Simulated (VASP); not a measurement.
Write the native input for VASP 6.6.1 that does the following.

```
Task                   : single point
Functional             : LDA
Potentials or basis    : VASP PAW LDA potentials, release 64 (Sb)
Cutoff                 : 520 eV
k mesh                 : 12 × 12 × 12
Occupations            : fermi-dirac, width 0.03 eV
Spin                   : no spin polarisation
Dipole correction      : no
Further INCAR settings : ALGO = Normal; EDIFF = 1e-07; NBANDS = 12
```

The structure of Sb lies in POSCAR:

```
Sb
1.0
    2.1936123386      1.2664826742      3.7440000000
   -2.1936123386      1.2664826742      3.7440000000
    0.0000000000     -2.5329653483      3.7440000000
Sb
2
Direct
    0.2336400000      0.2336400000      0.2336400000
    0.7663600000      0.7663600000      0.7663600000
```

This cell differs from its parent crystal: equal xx and yy strain of +2 %.

One way to write it, as run:

INCAR

```
PREC = Accurate
ENCUT = 520
EDIFF = 1E-7
ISMEAR = -1
SIGMA = 0.03
LREAL = F
LASPH = T
NELM = 60
ALGO = Normal
ISIF = 2
LWAVE = F
LCHARG = F
GGA = CA
NBANDS = 12
```

KPOINTS

```
Automatic mesh
0
Gamma
  12 12 12
```

Potentials or basis: VASP PAW LDA potentials, release 64 (Sb).

The run is started by

```bash
$ cat potpaw_LDA.64/Sb/POTCAR > POTCAR
$ mpirun -np 1 vasp_std > vasp.out
```

Results of the run:

The pressure is -2.8 GPa, the largest force is 0.019 eV/Å and the band gap on the k mesh is zero (bands 5 and 6 overlap by 0.19 eV).

Caveat: the cell differs from its parent crystal (equal xx and yy strain of +2 %); spin-orbit coupling is left out, which moves the levels of the heavy elements.

Wall time 96 s on 1 thread of AMD EPYC 7R13 Processor (Zen 3), with other jobs on the host, peak memory 0.22 GiB.
